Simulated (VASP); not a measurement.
# Mg5Te3 (Pmmm) in VASP: single point with PBE

Aim: the single point of Mg5Te3 with PBE.

Everything below comes from runs of VASP 6.6.1. Logs are shortened: lines on timing, memory, paths and dates and some standing lists are left out, and cuts for length are marked.

## (1) The cell of the first run

The structure is orthorhombic, space group Pmmm (No. 47). Conventional cell: a = 4.143 Å, b = 4.555 Å, c = 10.678 Å, α = 90.00°, β = 90.00°, γ = 90.00°. Within 4.1 Å of Mg (site symmetry mmm) lie 8 Te at 3.08 to 3.83 Å and 4 Mg at 3.42 Å. Within 3.9 Å of Mg (site symmetry mmm) lie 4 Te at 2.97 Å and 8 Mg at 3.08 to 3.60 Å. Mg (site symmetry mmm) has 8 Mg at 3.08 to 3.47 Å and 4 Te at 3.11 Å within 4.1 Å. Within 4.1 Å of Mg (site symmetry mm2) lie 6 Te at 3.15 to 3.29 Å and 6 Mg at 3.42 to 3.60 Å. Te (site symmetry mm2) has 10 Mg at 2.97 to 3.83 Å within 3.9 Å. Te (site symmetry mmm) has 8 Mg at 3.08 to 3.29 Å and 4 Te at 3.94 Å within 4.1 Å.

## (2) Single point, PBE

The input, INCAR:

```
PREC = Accurate
ENCUT = 520
EDIFF = 1E-6
ISMEAR = 0
SIGMA = 0.2
LREAL = False
LASPH = True
NELM = 100
ALGO = Fast
ISIF = 2
LWAVE = False
LCHARG = True
GGA = PE
LELF = True
LVHAR = True
NBANDS = 24
```

The input, KPOINTS:

```
Automatic mesh
0
Gamma
  4 4 2
```

The input, POSCAR:

```
Mg5Te3
1.0
    4.5551326114      0.0000000000      0.0000000000
    0.0000000000      4.1428275013      0.0000000000
    0.0000000000      0.0000000000     10.6780446873
Mg Te
5 3
Direct
    0.0000000000      0.0000000000      0.5000000000
    0.0000000000      0.0000000000      0.0000000000
    0.5000000000      0.5000000000      0.0000000000
    0.5000000000      0.0000000000      0.7390269829
    0.5000000000      0.0000000000      0.2609730171
    0.0000000000      0.5000000000      0.8012805808
    0.0000000000      0.5000000000      0.1987194192
    0.5000000000      0.5000000000      0.5000000000
```

Potentials or basis: VASP PAW PBE potentials, release 64 (Mg, Te).

Command:

```console
$ cat potpaw_PBE.64/Mg/POTCAR potpaw_PBE.64/Te/POTCAR > POTCAR
$ mpirun -np 1 vasp_std > vasp.out
```

OUTCAR:

```text
PREC = Accurate
   ENCUT = 520
   EDIFF = 1E-6
   ISMEAR = 0
   LREAL = False
   LASPH = True
   NELM = 100
   ISIF = 2
   GGA = PE

 ion  position               nearest neighbor table
   1  0.000  0.000  0.500-   8 3.08   8 3.08   8 3.08   8 3.08   4 3.42   5 3.42   4 3.42   5 3.42

   2  0.000  0.000  0.000-   6 2.97   7 2.97   6 2.97   7 2.97   3 3.08   3 3.08   3 3.08   3 3.08
                             5 3.60   4 3.60   5 3.60   4 3.60
   3  0.500  0.500  0.000-   2 3.08   2 3.08   2 3.08   2 3.08   7 3.11   6 3.11   7 3.11   6 3.11
                             5 3.47   4 3.47   4 3.47   5 3.47
   4  0.500  0.000  0.739-   6 3.15   6 3.15   6 3.15   6 3.15   8 3.29   8 3.29   1 3.42   1 3.42
                             3 3.47   3 3.47   2 3.60   2 3.60
   5  0.500  0.000  0.261-   7 3.15   7 3.15   7 3.15   7 3.15   8 3.29   8 3.29   1 3.42   1 3.42
                             3 3.47   3 3.47   2 3.60   2 3.60
   6  0.000  0.500  0.801-   2 2.97   2 2.97   3 3.11   3 3.11   4 3.15   4 3.15   4 3.15   4 3.15

   7  0.000  0.500  0.199-   2 2.97   2 2.97   3 3.11   3 3.11   5 3.15   5 3.15   5 3.15   5 3.15

   8  0.500  0.500  0.500-   1 3.08   1 3.08   1 3.08   1 3.08   4 3.29   5 3.29   5 3.29   4 3.29

  LATTYP: Found a simple orthorhombic cell.
 ALAT       =     4.1428275013
 B/A-ratio  =     1.0995226352
 C/A-ratio  =     2.5774775039

  Lattice vectors:

 A1 = (   0.0000000000,  -4.1428275013,   0.0000000000)
 A2 = (   4.5551326114,   0.0000000000,   0.0000000000)
 A3 = (   0.0000000000,   0.0000000000,  10.6780446873)

Analysis of symmetry for initial positions (statically):
=====================================================================
 Subroutine PRICEL returns:
 Original cell was already a primitive cell.

 Routine SETGRP: Setting up the symmetry group for a
 simple orthorhombic supercell.

 Subroutine GETGRP returns: Found  8 space group operations
 (whereof  8 operations were pure point group operations)
 out of a pool of  8 trial point group operations.

The static configuration has the point symmetry D_2h.

Analysis of symmetry for dynamics (positions and initial velocities):
=====================================================================
 Subroutine PRICEL returns:
 Original cell was already a primitive cell.

 Routine SETGRP: Setting up the symmetry group for a
 simple orthorhombic supercell.

 Subroutine GETGRP returns: Found  8 space group operations
 (whereof  8 operations were pure point group operations)
 out of a pool of  8 trial point group operations.

The dynamic configuration has the point symmetry D_2h.

 Subroutine INISYM returns: Found  8 space group operations
 (whereof  8 operations are pure point group operations),
 and found     1 'primitive' translations

----------------------------------------------------------------------------------------

                                     Primitive cell

  volume of cell :     201.5068

  direct lattice vectors                    reciprocal lattice vectors
     4.555132611  0.000000000  0.000000000     0.219532577  0.000000000  0.000000000
     0.000000000  4.142827501  0.000000000     0.000000000  0.241381037  0.000000000
     0.000000000  0.000000000 10.678044687     0.000000000  0.000000000  0.093650104

  length of vectors
     4.555132611  4.142827501 10.678044687     0.219532577  0.241381037  0.093650104

  position of ions in fractional coordinates (direct lattice)
     0.000000000  0.000000000  0.500000000
     0.000000000  0.000000000  0.000000000
     0.500000000  0.500000000  0.000000000
     0.500000000  0.000000000  0.739026983
     0.500000000  0.000000000  0.260973017
     0.000000000  0.500000000  0.801280581
     0.000000000  0.500000000  0.198719419
     0.500000000  0.500000000  0.500000000

  ion indices of the primitive-cell ions
   primitive index   ion index
                 1           1
                 2           2
                 3           3
                 4           4
                 5           5
                 6           6
                 7           7
                 8           8

----------------------------------------------------------------------------------------

 KPOINTS: Automatic mesh

Automatic generation of k-mesh.
 Grid dimensions read from file:
 generate k-points for:    4    4    2

 Generating k-lattice:

  Cartesian coordinates                     Fractional coordinates (reciprocal lattice)
     0.054883144  0.000000000  0.000000000     0.250000000  0.000000000  0.000000000
     0.000000000  0.060345259  0.000000000     0.000000000  0.250000000  0.000000000
     0.000000000  0.000000000  0.046825052     0.000000000  0.000000000  0.500000000

  Length of vectors
     0.054883144  0.060345259  0.046825052

  Shift w.r.t. Gamma in fractional coordinates (k-lattice)
     0.000000000  0.000000000  0.000000000

 Subroutine IBZKPT returns following result:
 ===========================================

 Found     18 irreducible k-points:

 Following reciprocal coordinates:
            Coordinates               Weight
  0.000000  0.000000  0.000000      1.000000
  0.250000  0.000000  0.000000      2.000000
  0.500000  0.000000  0.000000      1.000000
  0.000000  0.250000  0.000000      2.000000
  0.250000  0.250000  0.000000      4.000000
  0.500000  0.250000  0.000000      2.000000
[... 10 lines left out ...]
  0.250000  0.500000  0.500000      2.000000
  0.500000  0.500000  0.500000      1.000000
   k-points           NKPTS =     18   k-points in BZ     NKDIM =     18   number of bands    NBANDS=     24
   number of dos      NEDOS =    301   number of ions     NIONS =      8
   total plane-waves  NPLWV =  92160
   dimension x,y,z NGX =    36 NGY =   32 NGZ =   80
   dimension x,y,z NGXF=    72 NGYF=   64 NGZF=  160
   ions per type =               5   3
   NGX,Y,Z   is equivalent  to a cutoff of  13.14, 12.84, 12.46 a.u.
   NGXF,Y,Z  is equivalent  to a cutoff of  26.28, 25.68, 24.91 a.u.
 SYSTEM =  unknown system
   PREC   = accura    normal or accurate (medium, high low for compatibility)
   ISTART =      0    job   : 0-new  1-cont  2-samecut
   ICHARG =      2    charge: 1-file 2-atom 10-const
   ISPIN  =      1    spin polarized calculation?
   LNONCOLLINEAR =      F non collinear calculations
   LSORBIT =      F    spin-orbit coupling
   LASPH  =      T    aspherical Exc in radial PAW
   ENCUT  =  520.0 eV  38.22 Ry    6.18 a.u.   8.47  7.70 19.85*2*pi/ulx,y,z
   NELM   =    100;   NELMIN=  2; NELMDL= -5     # of ELM steps
   EDIFF  = 0.1E-05   stopping-criterion for ELM
   LREAL  =      F    real-space projection
   EDIFFG = 0.1E-04   stopping-criterion for IOM
   NSW    =      0    number of steps for IOM
   IBRION =     -1    ionic relax: 0-MD 1-quasi-New 2-CG
   NFREE  =      0    steps in history (QN), initial steepest desc. (CG)
   ISIF   =      2    stress and relaxation
   ISYM   =      2    0-nonsym 1-usesym 2-fastsym
   POTIM  = 0.5000    time-step for ionic-motion
   TEBEG  =    0.0;   TEEND  =   0.0 temperature during run
   PSTRESS=    0.0 pullay stress
   NELECT =      28.0000    total number of electrons
   NUPDOWN=      -1.0000    fix difference up-down
   EMIN   =  10.00;   EMAX   =-10.00  energy-range for DOS
   EFERMI =   0.00;   METHOD = LEGACY
   ISMEAR =     0;   SIGMA  =   0.20  broadening in eV -4-tet -1-fermi 0-gaus
   EFERMI_NEDOS =   21; number of points for ismear=-14 and -15
   IALGO  =     68    algorithm
   IMIX   =      4    mixing-type and parameters
     AMIX     =   0.40;   BMIX     =  1.00
     AMIX_MAG =   1.60;   BMIX_MAG =  1.00
  volume/ion in A,a.u.               =      25.19       169.98
  Fermi-wavevector in a.u.,A,eV,Ry     =   0.847938  1.602371  9.782583  0.719000
  Thomas-Fermi vector in A             =   1.963523
   LORBIT       =      0    0 simple, 1 ext, 2 COOP (PROOUT), +10 PAW based schemes
   GGA     = PE    functional components
   LHFCALC =     F    Hartree Fock is set to
   AEXX    =    0.0000 exact exchange contribution
   IVDW    =     0    specifies the selected vdW correction
   LEPSILON=     F    determine dielectric tensor
   LRPA    =     F    only Hartree local field effects (RPA)
 non-spin polarized calculation
 RMM-DIIS sequential band-by-band and
 Gauss-broadening in eV      SIGMA  =   0.20
  energy-cutoff  :      520.00
  volume of cell :      201.51
 maximum number of plane-waves:      5465
 NGX is ok and might be reduce to    36
   NGX = 17   NGY = 15   NGZ = 39

 number of electron      28.0000001 magnetization

 Free energy of the ion-electron system (eV)
  ---------------------------------------------------
  ext. energy  EPLUGINS =         0.00000000
  ---------------------------------------------------
  free energy    TOTEN  =       -19.82097188 eV

  energy without entropy =      -19.75902304  energy(sigma->0) =      -19.78999746

 E-fermi :   5.3822     XC(G=0):  -9.0523

 val. band max:        5.2850690475   @ k =   0.0000   0.0000   0.0000
 cond. band min:       5.3857713082   @ k =   0.0000   0.2500   0.5000
 fundamental gap:      0.1007022607
 Fermi energy:         5.3822145082

 k-point     1 :       0.0000    0.0000    0.0000
  band No.  band energies     occupation
      1      -7.2415      2.00000
      2      -6.7495      2.00000
      3      -6.3414      2.00000
      4      -0.3345      2.00000
      5       0.4207      2.00000
      6       1.6216      2.00000
[... 16 lines left out ...]
     23       9.0694      0.00000
     24       9.4763      0.00000

 k-point     2 :       0.2500    0.0000    0.0000
  band No.  band energies     occupation
      1      -7.0343      2.00000
      2      -6.6096      2.00000
      3      -6.2818      2.00000
      4      -0.5292      2.00000
      5       0.1153      2.00000
      6       0.3212      2.00000
[... 16 lines left out ...]
     23       9.4563      0.00000
     24       9.5849      0.00000
[... 403 lines left out ...]
     23       9.0257      0.00000
     24       9.6377      0.00000

 k-point    18 :       0.5000    0.5000    0.5000
  band No.  band energies     occupation
      1      -6.2550      2.00000
      2      -6.0258      2.00000
      3      -5.7928      2.00000
      4      -0.0788      2.00000
      5       0.0452      2.00000
      6       0.2852      2.00000
[... 16 lines left out ...]
     23       9.4665      0.00000
     24       9.5367      0.00000

------------------------ aborting loop because EDIFF is reached ----------------------------------------

  FORCE on cell =-STRESS in cart. coord.  units (eV):
  Direction    XX          YY          ZZ          XY          YZ          ZX
  --------------------------------------------------------------------------------------
  -------------------------------------------------------------------------------------
  Total       -0.6980680      0.0072021      0.6010224      0.0000000      0.0000000      0.0000000
  in kB       -5.5503289      0.0572636      4.7787208      0.0000000      0.0000000      0.0000000
  external PRESSURE =      -0.2381148 kB  Pullay stress =       0.0000000 kB

 VOLUME and BASIS-vectors are now :
 -----------------------------------------------------------------------------
  energy-cutoff  :      520.00
  volume of cell :      201.51
      direct lattice vectors                 reciprocal lattice vectors
     4.555132611  0.000000000  0.000000000     0.219532577  0.000000000  0.000000000
     0.000000000  4.142827501  0.000000000     0.000000000  0.241381037  0.000000000
     0.000000000  0.000000000 10.678044687     0.000000000  0.000000000  0.093650104

 POSITION                                       TOTAL-FORCE (eV/Angst)
 -----------------------------------------------------------------------------------
      0.00000      0.00000      5.33902         0.000000      0.000000      0.000000
      0.00000      0.00000      0.00000         0.000000      0.000000      0.000000
      2.27757      2.07141      0.00000         0.000000      0.000000      0.000000
      2.27757      0.00000      7.89136        -0.000000      0.000000      0.013135
      2.27757      0.00000      2.78668        -0.000000      0.000000     -0.013135
      0.00000      2.07141      8.55611         0.000000      0.000000     -0.013083
      0.00000      2.07141      2.12193         0.000000      0.000000      0.013083
      2.27757      2.07141      5.33902         0.000000      0.000000      0.000000
 -----------------------------------------------------------------------------------
    total drift:                               -0.000000      0.000000      0.000000

  FREE ENERGIE OF THE ION-ELECTRON SYSTEM (eV)
  ---------------------------------------------------
  free  energy   TOTEN  =       -19.8209718782 eV

  energy  without entropy=      -19.7590230447  energy(sigma->0) =      -19.78999746
```

It took 47 s on 1 thread of Intel Xeon 6975P-C (Granite Rapids), shared host; peak memory 0.33 GiB.

What came out:

```yaml
Free_energy: -19.8210 eV
Pressure: 0.0 GPa
Largest_force: 0.013 eV/Å
Band_gap_on_the_k_mesh: zero (band 14 reaches 6.27 eV, above the bottom of band 15 at 3.48 eV)
```

Forces on the atoms (eV/Å):
```
Mg   0.000  0.000  0.000
Mg   0.000  0.000  0.000
Mg   0.000  0.000  0.000
Mg   0.000  0.000  0.013
Mg   0.000  0.000 -0.013
Te   0.000  0.000 -0.013
Te   0.000  0.000  0.013
Te   0.000  0.000  0.000
```

Stress tensor (GPa, compression positive):
```
-0.56  0.00  0.00
 0.00  0.01  0.00
 0.00  0.00  0.48
```

Levels at points of the mesh, in eV from the Fermi level:
```
           k point  band 9  band 10  band 11  band 12  band 13  band 14  band 15  band 16  band 17  band 18
(0.00, 0.00, 0.00)   -2.59    -2.32    -2.28    -2.06    -1.90    -0.82    -0.10     0.86     1.48     1.62
(0.50, 0.00, 0.00)   -2.98    -2.27    -1.93    -1.82    -1.75     0.89     1.08     1.46     2.57     2.97
(0.00, 0.50, 0.00)   -3.02    -2.46    -1.89    -1.38    -1.25    -0.66     0.25     1.17     1.51     1.70
(0.50, 0.50, 0.00)   -4.88    -3.09    -2.68    -2.58    -2.13    -2.00    -1.91     0.17     0.84     1.14
(0.00, 0.00, 0.50)   -2.65    -2.62    -2.35    -1.72    -1.18    -1.16    -0.42     0.90     1.62     1.67
(0.50, 0.00, 0.50)   -2.25    -2.20    -1.94    -1.82    -0.54     0.12     0.67     1.60     2.27     2.37
(0.00, 0.50, 0.50)   -2.79    -2.67    -2.43    -2.18    -1.73     0.40     0.80     1.11     1.33     1.42
(0.50, 0.50, 0.50)   -4.42    -4.21    -2.92    -2.63    -1.65    -1.59    -1.14    -0.52    -0.34     1.05
```

Caveat: the k points lie up to 0.38 Å⁻¹ apart; spin-orbit coupling is left out, which moves the levels of the heavy elements.
